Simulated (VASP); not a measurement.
Input of a VASP 6.6.1 run:

Contents of INCAR:

```
SYSTEM = HfN
  PREC = Accurate
  ENCUT = 520
  EDIFF = 1E-7
  ISMEAR = -1
  SIGMA = 0.1
  LREAL = .False.
  LASPH = .True.
  NELM = 100
  ALGO = Normal
  ISIF = 2
  LWAVE = .False.
  LCHARG = .False.
  GGA = CA
  NBANDS = 14
```

File KPOINTS:

```
Automatic mesh
0
Gamma
  15 15 15
  0 0 0
```

Contents of POSCAR:

```
HfN
1.0
    0.0000000000      2.2341085613      2.2341085613
    2.2341085613      0.0000000000      2.2341085613
    2.2341085613      2.2341085613      0.0000000000
Hf N
1 1
Direct
    0.0000000000      0.0000000000      0.0000000000
    0.5000000000      0.5000000000      0.5000000000
```

Potentials or basis: VASP PAW LDA potentials, release 64 (Hf_pv, N).

Command:

```sh
$ cat potpaw_LDA.64/Hf_pv/POTCAR potpaw_LDA.64/N/POTCAR > POTCAR
$ mpirun -np 1 vasp_std > vasp.out
```

Problem. Estimate the pressure.

Solution. -1.2 GPa.
